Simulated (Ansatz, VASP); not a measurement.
## One calculation of AlNi2, two programs

```
Al Ni
1.0
     3.97400    0.00000    0.00000
    -1.98700    3.44159    0.00000
     0.00000    0.00000    4.90426
Al Ni
2 4
Direct
  0.33333 0.66667 0.18987
  0.66667 0.33333 0.81013
  0.33333 0.66667 0.68511
  0.66667 0.33333 0.31489
  0.00000 0.00000 0.50000
  0.00000 0.00000 0.00000
```

Alike in both runs: task relaxation of cell and atoms; functional PBEsol; k mesh 12 × 12 × 8; occupations gaussian, width 0.1 eV; no spin polarisation.

|  | VASP | Ansatz |
| --- | --- | --- |
| version | VASP 6.6.1 | Ansatz 0.2.0 |
| potentials or method | VASP PAW PBE potentials, release 64 (Al, Ni), cutoff 600 eV | scalar-relativistic, plane waves, PAW |
| valence electrons in the cell | 46 | 78 |

|  | VASP | Ansatz | Ansatz less VASP |
| --- | --- | --- | --- |
| gap on the k mesh at the Fermi level, each at its own relaxed structure (eV) | none | none | - |
| relaxed volume (Å³/atom) | 11.19 | 11.19 | -0.001 |
| relaxed cell length with the largest relative difference (Å) | 4.905 | 4.906 | +0.0008 |

VASP's potentials were made for PBE, not for PBEsol. A gap of «none» marks a metal or a gap that the smearing closes. VASP's potentials hold 46 valence electrons a cell and Ansatz's 78, so a difference there can come from the potentials and not from the codes.
